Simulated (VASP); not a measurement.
Here is a VASP 6.6.1 calculation.

Contents of INCAR:

```
SYSTEM = Ga
PREC     = Accurate       ! precision mode
ENCUT    = 520            ! plane-wave cutoff, eV
EDIFF    = 1E-6           ! SCF threshold, eV
ISMEAR   = -1             ! smearing method
SIGMA    = 0.1            ! smearing width, eV
LREAL    = .FALSE.        ! projectors in reciprocal space
LASPH    = .TRUE.         ! aspherical terms in the spheres
NELM     = 60             ! most SCF steps
ALGO     = Normal         ! electronic algorithm
ISIF     = 2              ! what is computed and relaxed
LWAVE    = .FALSE.        ! write WAVECAR
LCHARG   = .FALSE.        ! write CHGCAR
GGA      = RE             ! functional
NBANDS   = 26             ! bands
```

KPOINTS

```
Automatic mesh
0
G
  9 9 12
  0 0 0
```

File POSCAR:

```
Ga
1.0
    4.6179706892      0.0000000000      0.0000000000
   -2.3089853446      3.9992799307      0.0000000000
    0.0000000000      0.0000000000      2.9648419336
Ga
3
Direct
    0.0000000000      0.0000000000      0.0000000000
    0.3333333333      0.6666666667      0.5000000000
    0.6666666667      0.3333333333      0.5000000000
```

Potentials or basis: VASP PAW PBE potentials, release 64 (Ga_d).

Command:

```sh
$ cat potpaw_PBE.64/Ga_d/POTCAR > POTCAR
$ mpirun -np 1 vasp_std > vasp.out
```

Problem. Estimate the band gap on the k mesh.

Solution. Zero (an odd number of electrons rules out a gap without spin polarisation).

Problem. Predict the pressure.

Solution. 4.6 GPa.

Stress tensor (GPa, compression positive):
```
4.96 0.00 0.00
0.00 4.96 0.00
0.00 0.00 3.94
```

Caveat: the cell stands under pressure; the PAW data sets were made with another functional, which shifts forces and pressure a little.
